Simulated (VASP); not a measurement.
A run of VASP 6.6.1:

File POSCAR:

```
In
1.0
    3.2069018437      0.0000000000      0.0000000000
   -1.6034509218      2.7772584641      0.0000000000
    0.0000000000      0.0000000000      5.2967654604
In
2
Direct
    0.3333333300      0.6666666700      0.2500000000
    0.6666666700      0.3333333300      0.7500000000
```

File INCAR.step1:

```
SYSTEM = In
PREC = Accurate
ENCUT = 520
ISMEAR = 0
SIGMA = 0.1
LREAL = .FALSE.
LASPH = .TRUE.
NELM = 80
NBANDS = 20
GGA = PE
ALGO = Normal
EDIFF = 1E-4
LWAVE = .TRUE.
LCHARG = .FALSE.
```

Contents of INCAR.step2:

```
SYSTEM = In
PREC = Accurate
ENCUT = 520
EDIFF = 1E-6
ISMEAR = 0
SIGMA = 0.1
LREAL = .FALSE.
LASPH = .TRUE.
NELM = 80
ALGO = Normal
ISIF = 2
LWAVE = .FALSE.
LCHARG = .TRUE.
METAGGA = R2SCAN
LMIXTAU = .TRUE.
LELF = .TRUE.
LVHAR = .TRUE.
NBANDS = 20
ISTART = 1
```

The input KPOINTS:

```
regular mesh
0
G
  15 15 8
  0 0 0
```

Potentials or basis: VASP PAW PBE potentials, release 64 (In_d).

Run with:

```console
$ cat potpaw_PBE.64/In_d/POTCAR > POTCAR
$ cp INCAR.step1 INCAR
$ mpirun -np 1 vasp_std > vasp.out
$ cp INCAR.step2 INCAR
$ mpirun -np 1 vasp_std > vasp.out
```

Hardware: 1 thread of Intel(R) Xeon(R) Platinum 8259CL CPU @ 2.50GHz (Skylake/Cascade Lake), with other jobs on the host.

Question: Estimate the wall time of this run.

Answer: Run time: 5.2 min on 1 thread of Intel(R) Xeon(R) Platinum 8259CL CPU @ 2.50GHz (Skylake/Cascade Lake) (shared host), peak memory 0.24 GiB. Counts: k points 135.
